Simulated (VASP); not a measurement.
A run of VASP 6.6.1 is set up as follows.

Contents of INCAR:

```
PREC = Accurate ; ENCUT = 520
EDIFF = 1E-6 ; ISMEAR = -1
SIGMA = 0.05 ; LREAL = False
LASPH = True ; NELM = 80
ALGO = Normal ; ISIF = 2
LWAVE = False ; LCHARG = True
GGA = PS ; LELF = True
LVHAR = True ; NBANDS = 15
```

File KPOINTS:

```
Automatic mesh
0
Gamma
  11 11 6
```

Contents of POSCAR:

```
Os
1.0
    2.7173025270      0.0000000000      0.0000000000
   -1.3586512635      2.3532530182      0.0000000000
    0.0000000000      0.0000000000      4.2968046689
Os
2
Direct
    0.6666666667      0.3333333333      0.7500000000
    0.3333333333      0.6666666667      0.2500000000
```

Potentials or basis: VASP PAW PBE potentials, release 64 (Os).

Launch:

```sh
$ cat potpaw_PBE.64/Os/POTCAR > POTCAR
$ mpirun -np 1 vasp_std > vasp.out
```

Q: Estimate the pressure.

A: 5.7 GPa.

Q: Predict the band gap on the k mesh.

A: Zero (band 8 reaches 11.76 eV, above the bottom of band 9 at 7.75 eV).

Stress tensor (GPa, compression positive):
```
5.72 0.00 0.00
0.00 5.72 0.00
0.00 0.00 5.64
```

Caveat: the PAW data sets were made with another functional, which shifts forces and pressure a little; spin-orbit coupling is left out, which moves the levels of the heavy elements.
